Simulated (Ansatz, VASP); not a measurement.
Al2O3: VASP beside Ansatz

Contents of POSCAR:

```
Al2O3
1.0
    2.3802500000      1.3742379782      4.3318666667
   -2.3802500000      1.3742379782      4.3318666667
    0.0000000000     -2.7484759565      4.3318666667
Al O
4 6
Direct
    0.3521600000      0.3521600000      0.3521600000
    0.1478400000      0.1478400000      0.1478400000
    0.6478400000      0.6478400000      0.6478400000
    0.8521600000      0.8521600000      0.8521600000
    0.5566800000      0.9433200000      0.2500000000
    0.2500000000      0.5566800000      0.9433200000
    0.9433200000      0.2500000000      0.5566800000
    0.4433200000      0.0566800000      0.7500000000
    0.7500000000      0.4433200000      0.0566800000
    0.0566800000      0.7500000000      0.4433200000
```

INCAR.step1

```
SYSTEM = Al2O3
PREC = Accurate ; ENCUT = 600
ISMEAR = 0 ; SIGMA = 0.02
LREAL = .FALSE. ; LASPH = .TRUE.
NELM = 100 ; GGA = PE
ALGO = Normal ; EDIFF = 1E-4
LWAVE = .TRUE. ; LCHARG = .FALSE.
```

INCAR.step2

```
SYSTEM = Al2O3
PREC = Accurate ; ENCUT = 600
EDIFF = 1E-6 ; ISMEAR = 0
SIGMA = 0.02 ; LREAL = .FALSE.
LASPH = .TRUE. ; NELM = 100
ALGO = Normal ; ISIF = 3
LWAVE = .FALSE. ; LCHARG = .FALSE.
METAGGA = R2SCAN ; LMIXTAU = .TRUE.
IBRION = 2 ; NSW = 100
EDIFFG = -0.005 ; ISTART = 1
```

The input KPOINTS:

```
Automatic mesh
0
G
  6 6 6
  0 0 0
```

Input for Ansatz:

```yaml
crystal:
  lattice:
    - [2.38025, 1.3742379782, 4.3318666667]
    - [-2.38025, 1.3742379782, 4.3318666667]
    - [0.0, -2.7484759565, 4.3318666667]
  atoms:
    - { symbol: Al, position: [0.35216, 0.35216, 0.35216] }
    - { symbol: Al, position: [0.14784, 0.14784, 0.14784] }
    - { symbol: Al, position: [0.64784, 0.64784, 0.64784] }
    - { symbol: Al, position: [0.85216, 0.85216, 0.85216] }
    - { symbol: O, position: [0.55668, 0.94332, 0.25] }
    - { symbol: O, position: [0.25, 0.55668, 0.94332] }
    - { symbol: O, position: [0.94332, 0.25, 0.55668] }
    - { symbol: O, position: [0.44332, 0.05668, 0.75] }
    - { symbol: O, position: [0.75, 0.44332, 0.05668] }
    - { symbol: O, position: [0.05668, 0.75, 0.44332] }
basis:
  ecutwfc: 500
kpoints:
  mp_grid: { grid: [6, 6, 6] }
hamiltonian:
  xc: r2scan
scf:
  occupations: { method: gaussian, width: 0.02 }
output:
  forces: true
  stress: true
  eigenvalues: true
  write_density: true
  write_potential: true
  elf: true
  volumetric_format: npy
relax:
  adjacent_minimum: "off"
  f_tol: 0.005
  max_steps: 80
  cell: { stress_tol: 0.05 }
```

Alike in both runs: task relaxation of cell and atoms; functional r2SCAN; k mesh 6 × 6 × 6; occupations gaussian, width 0.02 eV; no spin polarisation.

|  | VASP | Ansatz |
| --- | --- | --- |
| version | VASP 6.6.1 | Ansatz 0.2.0 |
| potentials or method | VASP PAW PBE potentials, release 64 (Al, O), cutoff 600 eV | scalar-relativistic, plane waves, PAW |
| valence electrons in the cell | 48 | 48 |

```tsv
	VASP	Ansatz	Ansatz less VASP
gap on the k mesh at the Fermi level, each at its own relaxed structure (eV)	7.20	7.14	-0.062
relaxed volume (Å³/atom)	8.47	8.50	+0.027
relaxed cell length with the largest relative difference (Å)	5.124	5.130	+0.0060
```

VASP's potentials were made for PBE, not for r2SCAN.
